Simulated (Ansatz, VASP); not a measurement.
# One calculation of NaF, two programs

Contents of INCAR:

```
PREC     = Accurate       # precision mode
ENCUT    = 600            # plane-wave cutoff, eV
EDIFF    = 1E-6           # SCF threshold, eV
ISMEAR   = 0              # smearing method
SIGMA    = 0.02           # smearing width, eV
LREAL    = F              # projectors in reciprocal space
LASPH    = T              # aspherical terms in the spheres
NELM     = 60             # most SCF steps
ALGO     = Normal         # electronic algorithm
ISIF     = 3              # what is computed and relaxed
LWAVE    = F              # write WAVECAR
LCHARG   = F              # write CHGCAR
GGA      = PE             # functional
IBRION   = 2              # ionic algorithm
NSW      = 100            # ionic steps
EDIFFG   = -0.01          # ionic threshold
```

KPOINTS

```
Automatic mesh
0
Gamma
  8 8 8
```

File POSCAR:

```
NaF
1.0
    0.0000000000      2.3497917110      2.3497917110
    2.3497917110      0.0000000000      2.3497917110
    2.3497917110      2.3497917110      0.0000000000
Na F
1 1
Direct
    0.0000000000      0.0000000000      0.0000000000
    0.5000000000      0.5000000000      0.5000000000
```

Input for Ansatz:

```yaml
crystal:
  lattice:
    - [0.0, 2.349791711, 2.349791711]
    - [2.349791711, 0.0, 2.349791711]
    - [2.349791711, 2.349791711, 0.0]
  atoms:
    - { symbol: Na, position: [0.0, 0.0, 0.0] }
    - { symbol: F, position: [0.5, 0.5, 0.5] }
basis:
  ecutwfc: 420
kpoints:
  mp_grid: { grid: [8, 8, 8] }
hamiltonian:
  xc: pbe
scf:
  occupations: { method: gaussian, width: 0.02 }
output:
  forces: true
  stress: true
  eigenvalues: true
relax:
  adjacent_minimum: "off"
  f_tol: 0.01
  max_steps: 80
  cell: { stress_tol: 0.05 }
```

Change from the starting cell: the structure that the rattled cell fell into.

Alike in both runs: task relaxation of cell and atoms; functional PBE; k mesh 8 × 8 × 8; occupations gaussian, width 0.02 eV; no spin polarisation.

|  | VASP | Ansatz |
| --- | --- | --- |
| version | VASP 6.6.1 | Ansatz 0.2.0 |
| potentials or method | VASP PAW PBE potentials, release 64 (Na_pv, F), cutoff 600 eV | scalar-relativistic, plane waves, PAW |
| valence electrons in the cell | 14 | 16 |

```tsv
	VASP	Ansatz	Ansatz less VASP
gap on the k mesh at the Fermi level, each at its own relaxed structure (eV)	6.09	6.09	+0.001
relaxed volume (Å³/atom)	12.94	12.97	+0.030
relaxed cell length with the largest relative difference (Å)	3.321	3.323	+0.0026
```

VASP's potentials hold 14 valence electrons a cell and Ansatz's 16, so a difference there can come from the potentials and not from the codes.
